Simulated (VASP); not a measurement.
# Sr (Cmcm) in VASP: further runs

Sr is run at these levels: PBEsol; tasks: single point.

Program: VASP 6.6.1. These are calculated values, not measurements. Logs are shortened: lines on timing, memory, paths and dates and some standing lists are left out, and cuts for length are marked.

### Step 1. The cell of the first run

The structure is orthorhombic, space group Cmcm (No. 63). Conventional cell: a = 3.831 Å, b = 8.234 Å, c = 6.557 Å, α = 90.00°, β = 90.00°, γ = 90.00°. Within 5.0 Å of Sr (site symmetry m2m) lie 12 Sr at 3.83 to 4.54 Å.

### Step 2. Single point, PBEsol

Input file INCAR:

```
ALGO = Fast
EDIFF = 1E-7
ENCUT = 520
GGA = PS
ISIF = 2
ISMEAR = 0
LASPH = True
LCHARG = False
LREAL = False
LWAVE = False
NBANDS = 17
NELM = 80
PREC = Accurate
SIGMA = 0.15
```

Input file KPOINTS:

```
k-points
0
Gamma
  12 12 8
```

Input file POSCAR:

```
Sr
1.0
    3.8310800840      0.0000000000      0.0000000000
   -1.9155400420      4.1169792490      0.0000000000
    0.0000000000      0.0000000000      6.5572994169
Sr
2
Direct
    0.3333333333      0.6666666667      0.2500000000
    0.6666666667      0.3333333333      0.7500000000
```

Potentials or basis: VASP PAW PBE potentials, release 64 (Sr_sv).

Launch:

```
$ cat potpaw_PBE.64/Sr_sv/POTCAR > POTCAR
$ mpirun -np 1 vasp_std > vasp.out
```

OUTCAR:

```text
EDIFF = 1E-7
   ENCUT = 520
   GGA = PS
   ISIF = 2
   ISMEAR = 0
   LASPH = True
   LREAL = False
   NELM = 80
   PREC = Accurate

 ion  position               nearest neighbor table
   1  0.333  0.667  0.250-   2 4.04   2 4.04   2 4.04   2 4.04   2 4.28   2 4.28
   2  0.667  0.333  0.750-   1 4.04   1 4.04   1 4.04   1 4.04   1 4.28   1 4.28

  LATTYP: Found a base centered orthorhombic cell.
 ALAT       =     3.8310800840
 B/A-ratio  =     2.1492525130
 C/A-ratio  =     1.7116059370

  Lattice vectors:

 A1 = (   1.9155400420,  -4.1169792490,   0.0000000000)
 A2 = (   1.9155400420,   4.1169792490,   0.0000000000)
 A3 = (   0.0000000000,   0.0000000000,   6.5572994169)

Analysis of symmetry for initial positions (statically):
=====================================================================
 Subroutine PRICEL returns:
 Original cell was already a primitive cell.

 Routine SETGRP: Setting up the symmetry group for a
 base centered orthorhombic supercell.

 Subroutine GETGRP returns: Found  8 space group operations
 (whereof  4 operations were pure point group operations)
 out of a pool of  8 trial point group operations.

The static configuration has the point symmetry C_2h.
 The point group associated with its full space group is D_2h.

Analysis of symmetry for dynamics (positions and initial velocities):
=====================================================================
 Subroutine PRICEL returns:
 Original cell was already a primitive cell.

 Routine SETGRP: Setting up the symmetry group for a
 base centered orthorhombic supercell.

 Subroutine GETGRP returns: Found  8 space group operations
 (whereof  4 operations were pure point group operations)
 out of a pool of  8 trial point group operations.

The dynamic configuration has the point symmetry C_2h.
 The point group associated with its full space group is D_2h.

 Subroutine INISYM returns: Found  8 space group operations
 (whereof  4 operations are pure point group operations),
 and found     1 'primitive' translations

----------------------------------------------------------------------------------------

                                     Primitive cell

  volume of cell :     103.4249

  direct lattice vectors                    reciprocal lattice vectors
     3.831080084  0.000000000  0.000000000     0.261022996  0.121448268  0.000000000
    -1.915540042  4.116979249  0.000000000     0.000000000  0.242896536  0.000000000
     0.000000000  0.000000000  6.557299417     0.000000000  0.000000000  0.152501805

  length of vectors
     3.831080084  4.540794180  6.557299417     0.287893533  0.242896536  0.152501805

  position of ions in fractional coordinates (direct lattice)
     0.333333333  0.666666667  0.250000000
     0.666666667  0.333333333  0.750000000

  ion indices of the primitive-cell ions
   primitive index   ion index
                 1           1
                 2           2

----------------------------------------------------------------------------------------

 KPOINTS: k-points

Automatic generation of k-mesh.
 Grid dimensions read from file:
 generate k-points for:   12   12    8

 Generating k-lattice:

  Cartesian coordinates                     Fractional coordinates (reciprocal lattice)
     0.021751916  0.010120689  0.000000000     0.083333333  0.000000000  0.000000000
     0.000000000  0.020241378  0.000000000     0.000000000  0.083333333  0.000000000
     0.000000000  0.000000000  0.019062726     0.000000000  0.000000000  0.125000000

  Length of vectors
     0.023991128  0.020241378  0.019062726

  Shift w.r.t. Gamma in fractional coordinates (k-lattice)
     0.000000000  0.000000000  0.000000000

 Subroutine IBZKPT returns following result:
 ===========================================

 Found    215 irreducible k-points:

 Following reciprocal coordinates:
            Coordinates               Weight
  0.000000  0.000000  0.000000      1.000000
  0.083333  0.000000  0.000000      4.000000
  0.166667 -0.000000  0.000000      4.000000
  0.250000 -0.000000  0.000000      4.000000
  0.333333 -0.000000  0.000000      4.000000
  0.416667 -0.000000  0.000000      4.000000
[... 16 lines left out ...]
  0.333333  0.166667  0.000000      4.000000
  0.416667  0.166667  0.000000      4.000000
 [... further k-points ...]
   k-points           NKPTS =    215   k-points in BZ     NKDIM =    215   number of bands    NBANDS=     17
   number of dos      NEDOS =    301   number of ions     NIONS =      2
   total plane-waves  NPLWV =  50400
   dimension x,y,z NGX =    28 NGY =   36 NGZ =   50
   dimension x,y,z NGXF=    56 NGYF=   72 NGZF=  100
   ions per type =               2
   NGX,Y,Z   is equivalent  to a cutoff of  12.15, 13.18, 12.68 a.u.
   NGXF,Y,Z  is equivalent  to a cutoff of  24.30, 26.36, 25.35 a.u.
 SYSTEM =  unknown system
   PREC   = accura    normal or accurate (medium, high low for compatibility)
   ISTART =      0    job   : 0-new  1-cont  2-samecut
   ICHARG =      2    charge: 1-file 2-atom 10-const
   ISPIN  =      1    spin polarized calculation?
   LNONCOLLINEAR =      F non collinear calculations
   LSORBIT =      F    spin-orbit coupling
   LASPH  =      T    aspherical Exc in radial PAW
   ENCUT  =  520.0 eV  38.22 Ry    6.18 a.u.   7.12  8.44 12.19*2*pi/ulx,y,z
   NELM   =     80;   NELMIN=  2; NELMDL= -5     # of ELM steps
   EDIFF  = 0.1E-06   stopping-criterion for ELM
   LREAL  =      F    real-space projection
   EDIFFG = 0.1E-05   stopping-criterion for IOM
   NSW    =      0    number of steps for IOM
   IBRION =     -1    ionic relax: 0-MD 1-quasi-New 2-CG
   NFREE  =      0    steps in history (QN), initial steepest desc. (CG)
   ISIF   =      2    stress and relaxation
   ISYM   =      2    0-nonsym 1-usesym 2-fastsym
   POTIM  = 0.5000    time-step for ionic-motion
   TEBEG  =    0.0;   TEEND  =   0.0 temperature during run
   PSTRESS=    0.0 pullay stress
   NELECT =      20.0000    total number of electrons
   NUPDOWN=      -1.0000    fix difference up-down
   EMIN   =  10.00;   EMAX   =-10.00  energy-range for DOS
   EFERMI =   0.00;   METHOD = LEGACY
   ISMEAR =     0;   SIGMA  =   0.15  broadening in eV -4-tet -1-fermi 0-gaus
   EFERMI_NEDOS =   21; number of points for ismear=-14 and -15
   IALGO  =     68    algorithm
   IMIX   =      4    mixing-type and parameters
     AMIX     =   0.40;   BMIX     =  1.00
     AMIX_MAG =   1.60;   BMIX_MAG =  1.00
  volume/ion in A,a.u.               =      51.71       348.97
  Fermi-wavevector in a.u.,A,eV,Ry     =   0.946695  1.788993 12.193956  0.896230
  Thomas-Fermi vector in A             =   2.074717
   LORBIT       =      0    0 simple, 1 ext, 2 COOP (PROOUT), +10 PAW based schemes
   GGA     = PS    functional components
   LHFCALC =     F    Hartree Fock is set to
   AEXX    =    0.0000 exact exchange contribution
   IVDW    =     0    specifies the selected vdW correction
   LEPSILON=     F    determine dielectric tensor
   LRPA    =     F    only Hartree local field effects (RPA)
 non-spin polarized calculation
 RMM-DIIS sequential band-by-band and
 Gauss-broadening in eV      SIGMA  =   0.15
  energy-cutoff  :      520.00
  volume of cell :      103.42
 maximum number of plane-waves:      2816
   NGX = 15   NGY = 17   NGZ = 25

 number of electron      20.0000000 magnetization

 Free energy of the ion-electron system (eV)
  ---------------------------------------------------
  ext. energy  EPLUGINS =         0.00000000
  ---------------------------------------------------
  free energy    TOTEN  =        -3.49984441 eV

  energy without entropy =       -3.46703014  energy(sigma->0) =       -3.48343728

 E-fermi :   1.6532     XC(G=0):  -7.6178

 val. band max:        1.6493847632   @ k =   0.5000   0.1667   0.0000
 cond. band min:       1.6539793858   @ k =   0.0000   0.3333   0.1250
 fundamental gap:      0.0045946225
 Fermi energy:         1.6532194381

 k-point     1 :       0.0000    0.0000    0.0000
  band No.  band energies     occupation
      1     -34.7502      2.00000
      2     -34.7253      2.00000
      3     -16.9120      2.00000
      4     -16.7017      2.00000
      5     -16.6557      2.00000
      6     -16.6419      2.00000
[... 9 lines left out ...]
     16       5.1276      0.00000
     17       5.2367      0.00000

 k-point     2 :       0.0833    0.0000    0.0000
  band No.  band energies     occupation
      1     -34.7483      2.00000
      2     -34.7243      2.00000
      3     -16.9048      2.00000
      4     -16.7029      2.00000
      5     -16.6676      2.00000
      6     -16.6513      2.00000
[... 9 lines left out ...]
     16       4.9390      0.00000
     17       5.0558      0.00000

 k-point     3 :       0.1667   -0.0000    0.0000
  band No.  band energies     occupation
      1     -34.7432      2.00000
      2     -34.7215      2.00000
      3     -16.8841      2.00000
      4     -16.7215      2.00000
      5     -16.7090      2.00000
      6     -16.6752      2.00000
[... 9 lines left out ...]
     16       4.4516      0.00000
     17       4.8624      0.00000

 k-point     4 :       0.2500   -0.0000    0.0000
  band No.  band energies     occupation
      1     -34.7359      2.00000
      2     -34.7180      2.00000
      3     -16.8530      2.00000
      4     -16.7945      2.00000
      5     -16.7653      2.00000
      6     -16.7000      2.00000
[... 9 lines left out ...]
     16       4.3376      0.00000
     17       4.9677      0.00000
[... 343 lines left out ...]
      1     -34.7326      2.00000
      2     -34.7187      2.00000
      3     -16.8256      2.00000
      4     -16.8069      2.00000
      5     -16.7656      2.00000
      6     -16.7311      2.00000
[... 9 lines left out ...]
     16       5.3646      0.00000
     17       5.6524      0.00000

 k-point    23 :       0.3333    0.1667    0.0000
  band No.  band energies     occupation
      1     -34.7250      2.00000
      2     -34.7162      2.00000
      3     -16.8757      2.00000
      4     -16.8397      2.00000
      5     -16.7881      2.00000
      6     -16.7251      2.00000
[... 9 lines left out ...]
     16       5.6384      0.00000
     17       5.9787      0.00000

 k-point    24 :       0.4167    0.1667    0.0000
  band No.  band energies     occupation
      1     -34.7190      2.00000
      2     -34.7152      2.00000
      3     -16.9229      2.00000
      4     -16.8954      2.00000
      5     -16.7544      2.00000
      6     -16.7151      2.00000
[... 9 lines left out ...]
     16       5.3378      0.00000
     17       5.8559      0.00000

 [... further k-points ...]

------------------------ aborting loop because EDIFF is reached ----------------------------------------

  FORCE on cell =-STRESS in cart. coord.  units (eV):
  Direction    XX          YY          ZZ          XY          YZ          ZX
  --------------------------------------------------------------------------------------
  -------------------------------------------------------------------------------------
  Total        1.7642854     -1.4716537      0.6887404      0.0000000     -0.0000000      0.0000000
  in kB       27.3309350    -22.7977126     10.6694302      0.0000000     -0.0000000      0.0000000
  external PRESSURE =       5.0675509 kB  Pullay stress =       0.0000000 kB

 VOLUME and BASIS-vectors are now :
 -----------------------------------------------------------------------------
  energy-cutoff  :      520.00
  volume of cell :      103.42
      direct lattice vectors                 reciprocal lattice vectors
     3.831080084  0.000000000  0.000000000     0.261022996  0.121448268  0.000000000
    -1.915540042  4.116979249  0.000000000     0.000000000  0.242896536  0.000000000
     0.000000000  0.000000000  6.557299417     0.000000000  0.000000000  0.152501805

 POSITION                                       TOTAL-FORCE (eV/Angst)
 -----------------------------------------------------------------------------------
     -0.00000      2.74465      1.63932         0.000000      0.249191      0.000000
      1.91554      1.37233      4.91797        -0.000000     -0.249191      0.000000
 -----------------------------------------------------------------------------------
    total drift:                               -0.000000      0.000000     -0.000000

  FREE ENERGIE OF THE ION-ELECTRON SYSTEM (eV)
  ---------------------------------------------------
  free  energy   TOTEN  =        -3.4998444144 eV

  energy  without entropy=       -3.4670301376  energy(sigma->0) =       -3.48343728
```

Run time: 7.1 min. Hardware: 1 thread of Intel Xeon Platinum 8259CL at 2.50GHz (Skylake/Cascade Lake), shared host; peak memory 0.45 GiB.

Results:

```yaml
Free_energy: -3.4998 eV
Pressure: 0.5 GPa
Largest_force: 0.249 eV/Å
Band_gap_on_the_k_mesh: zero (bands 10 and 11 overlap by 0.24 eV)
```

Forces in eV/Å, atoms in the order of the input:
```
Sr   0.000  0.249  0.000
Sr   0.000 -0.249  0.000
```

Levels at points of the mesh, in eV from the Fermi level:
```csv
k point,band 7,band 8,band 9,band 10,band 11,band 12,band 13,band 14
"(0.00, 0.00, 0.00)",-18.28,-18.25,-3.69,-0.97,0.48,1.33,1.94,2.63
"(0.50, 0.00, 0.00)",-18.36,-18.31,-0.87,-0.25,0.11,0.26,1.28,2.18
"(0.00, 0.50, 0.00)",-18.31,-18.25,-1.65,-0.96,0.13,0.14,1.23,1.67
"(0.00, 0.00, 0.50)",-18.27,-18.27,-2.61,-2.61,1.35,1.35,1.52,1.52
"(0.50, 0.00, 0.50)",-18.33,-18.33,-0.65,-0.65,0.59,0.59,1.56,1.56
"(0.00, 0.50, 0.50)",-18.28,-18.28,-1.16,-1.16,-0.05,-0.05,1.32,1.32
```

Caveat: the cell differs from its parent crystal (strain +e along x and -e along y -0.1100, strain +e along z and -e/2 along x and y -0.0467); the stress differs along the axes, from -2 to 3 GPa; the PAW data sets were made with another functional, which shifts forces and pressure a little.

### Step 3. Single point, PBEsol

This run uses another cell than the first one, of the same volume but with other edges.

Input file INCAR:

```
PREC = Accurate
ENCUT = 520
EDIFF = 1E-6
ISMEAR = 0
SIGMA = 0.15
LREAL = False
LASPH = True
NELM = 60
ALGO = Fast
ISIF = 2
LWAVE = False
LCHARG = True
GGA = PS
LELF = True
LVHAR = True
NBANDS = 17
```

Input file KPOINTS:

```
regular mesh
0
Gamma
  12 12 8
```

Input file POSCAR:

```
Sr
1.0
    4.7048020761      0.0000000000      0.0000000000
   -2.3524010380      3.2753115453      0.0000000000
    0.0000000000      0.0000000000      6.7182569396
Sr
2
Direct
    0.3333333333      0.6666666667      0.2500000000
    0.6666666667      0.3333333333      0.7500000000
```

Potentials or basis: VASP PAW PBE potentials, release 64 (Sr_sv).

Launch:

```
$ cat potpaw_PBE.64/Sr_sv/POTCAR > POTCAR
$ mpirun -np 1 vasp_std > vasp.out
```

Run time: 4.8 min. Hardware: 1 thread of Intel Xeon Platinum 8259CL at 2.50GHz (Skylake/Cascade Lake), shared host; peak memory 0.45 GiB.

It converged, with:

```
Free energy            : -3.5768 eV
Pressure               : 0.2 GPa
Largest force          : 0.228 eV/Å
Band gap on the k mesh : zero (bands 10 and 11 overlap by 0.17 eV)
```

Forces on the atoms (eV/Å):
```
Sr   0.000 -0.228  0.000
Sr   0.000  0.228  0.000
```

Stress tensor (GPa, compression positive):
```
-1.11  0.00  0.00
 0.00  1.17  0.00
 0.00  0.00  0.46
```

Levels at points of the mesh, in eV from the Fermi level:
```csv
k point,band 6,band 7,band 8,band 9,band 10,band 11,band 12,band 13,band 14,band 15
"(0.00, 0.00, 0.00)",-18.32,-18.32,-18.32,-3.73,-1.09,0.27,1.36,1.91,2.44,3.06
"(0.50, 0.00, 0.00)",-18.36,-18.36,-18.32,-1.32,-0.69,0.00,0.29,1.20,1.87,2.77
"(0.00, 0.50, 0.00)",-18.42,-18.41,-18.40,-0.74,-0.27,0.18,0.38,1.29,1.80,2.60
"(0.00, 0.00, 0.50)",-18.34,-18.33,-18.33,-2.70,-2.70,1.35,1.35,1.45,1.45,3.27
"(0.50, 0.00, 0.50)",-18.39,-18.34,-18.34,-0.98,-0.98,0.16,0.16,1.38,1.38,3.48
"(0.00, 0.50, 0.50)",-18.44,-18.38,-18.38,-0.57,-0.57,0.66,0.66,1.62,1.62,2.13
```

Caveat: the cell differs from its parent crystal (strain +e along x and -e along y +0.1100, strain +e along z and -e/2 along x and y -0.0233); the PAW data sets were made with another functional, which shifts forces and pressure a little.

[end of part 1 of 2]
